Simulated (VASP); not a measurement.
Input of a VASP 6.6.1 run:

File POSCAR:

```
SiC
1.0
    2.9163095124      0.0000000000      0.0000000000
   -1.4581547562      2.5255981231      0.0000000000
    0.0000000000      0.0000000000      4.7770968715
Si C
2 2
Direct
    0.3333333333      0.6666666667      0.4995108416
    0.6666666667      0.3333333333      0.9995108416
    0.3333333333      0.6666666667      0.8754891584
    0.6666666667      0.3333333333      0.3754891584
```

File INCAR.step1:

```
PREC = Accurate
ENCUT = 520
ISMEAR = 0
SIGMA = 0.02
LREAL = False
LASPH = True
NELM = 80
NBANDS = 16
GGA = PE
ALGO = Normal
EDIFF = 1E-4
LWAVE = True
LCHARG = False
```

INCAR.step2

```
PREC = Accurate
ENCUT = 520
EDIFF = 1E-6
ISMEAR = 0
SIGMA = 0.02
LREAL = False
LASPH = True
NELM = 80
ALGO = Normal
ISIF = 2
LWAVE = False
LCHARG = False
METAGGA = R2SCAN
LMIXTAU = True
NBANDS = 16
ISTART = 1
```

KPOINTS

```
regular mesh
0
Gamma
  12 12 6
```

Potentials or basis: VASP PAW PBE potentials, release 64 (Si, C).

Command:

```console
$ cat potpaw_PBE.64/Si/POTCAR potpaw_PBE.64/C/POTCAR > POTCAR
$ cp INCAR.step1 INCAR
$ mpirun -np 1 vasp_std > vasp.out
$ cp INCAR.step2 INCAR
$ mpirun -np 1 vasp_std > vasp.out
```

Problem. Estimate the band gap on the k mesh.

Solution. 2.42 eV, indirect (least direct gap 4.85 eV).

Problem. Estimate the pressure.

Solution. 49.6 GPa.

Problem. Predict the largest force.

Solution. 0.003 eV/Å.

Forces on the atoms (eV/Å):
```
Si   0.000  0.000  0.003
Si   0.000  0.000  0.003
C    0.000  0.000 -0.003
C    0.000  0.000 -0.003
```

Caveat: the PAW data sets were made with another functional, which shifts forces and pressure a little. r2SCAN opens gaps a little over a GGA but as a rule still falls short of measured ones.
